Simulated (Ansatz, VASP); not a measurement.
## Ti in VASP and in Ansatz

```
Ti
1.0
     2.94052    0.00000    0.00000
    -1.47026    2.54657    0.00000
     0.00000    0.00000    4.66401
Ti
2
Direct
  0.33333 0.66667 0.25000
  0.66667 0.33333 0.75000
```

Alike in both runs: functional PBE; k mesh 18 × 18 × 10; occupations fermi-dirac, width 0.15 eV; no spin polarisation.

Ansatz relaxed the structure, and its values are those at the end. VASP's run is a single point on that final structure, the one shown.

|  | VASP | Ansatz |
| --- | --- | --- |
| version | VASP 6.6.1 | Ansatz 0.2.0 |
| potentials or method | VASP PAW PBE potentials, release 64 (Ti_sv), cutoff 520 eV | scalar-relativistic, plane waves, PAW |
| valence electrons in the cell | 24 | 24 |

|  | VASP | Ansatz | Ansatz less VASP |
| --- | --- | --- | --- |
| gap on the k mesh at the Fermi level (eV) | none | none | - |
| pressure (GPa) | -0.2 | 0.0 | +0.24 |

A gap of «none» marks a metal or a gap that the smearing closes.
